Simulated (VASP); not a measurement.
Crystal: RbCl.

```
CELL_PARAMETERS angstrom
0.00000 3.30573 3.30573
3.30573 0.00000 3.30573
3.30573 3.30573 0.00000
ATOMIC_POSITIONS crystal
Rb 0.00000 0.00000 0.00000
Cl 0.50000 0.50000 0.50000
```

Base run:

- Program: VASP 6.6.1
- Functional: HSE06
- Potentials or basis: VASP PAW PBE potentials, release 64 (Rb_sv, Cl)
- Cutoff: 400 eV
- k mesh: 4 × 4 × 4
- Occupations: gaussian, width 0.01 eV
- Spin: no spin polarisation

Its results: band gap on the k mesh 6.25 eV, direct; pressure 0.3 GPa.

Q: The run is repeated on the same cell with these changes: functional from HSE06 to PBE0. What comes out?

A: Band gap on the k mesh 7.00 eV, direct; pressure 0.3 GPa.

Caveats: the PAW data sets were made with another functional, which shifts forces and pressure a little.

